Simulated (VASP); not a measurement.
Runs of VASP 6.6.1 on TiN (k07). The structure is that of space group Fm-3m (No. 225), or close to it. The cells are those of the table. 

```csv
task,cell,k mesh,cutoff (eV),smearing,gap on the mesh (eV),pressure (GPa),relaxed volume (Å³/atom)
relaxation of cell and atoms,"relaxed from a = 2.999 Å, angles 60.0°, 2 atoms",8 × 8 × 8,600,gaussian 0.1 eV,none,-0.2,9.12
single point,"a = 2.951 Å, angles 60.0°, 2 atoms",24 × 24 × 24,520,fermi-dirac 0.15 eV,none,1.0,-
relaxation of cell and atoms,"relaxed from a = 2.950 Å, angles 60.0°, 2 atoms",24 × 24 × 24,600,fermi-dirac 0.15 eV,none,0.0,9.11
single point,"a = 2.950 Å, angles 60.0°, 2 atoms",8 × 8 × 8,520,gaussian 0.1 eV,none,(a),-
single point,"a = 2.950 Å, angles 60.0°, 2 atoms",24 × 24 × 24,520,gaussian 0.1 eV,none,1.0,-
```

Alike in all rows: level LDA; potentials or basis VASP PAW LDA potentials, release 64 (Ti_sv, N); no spin polarisation.

Question: Fill in the values left out.

Answer: (a) 1.1.

A gap of «none» marks levels without a gap at the run's occupations.
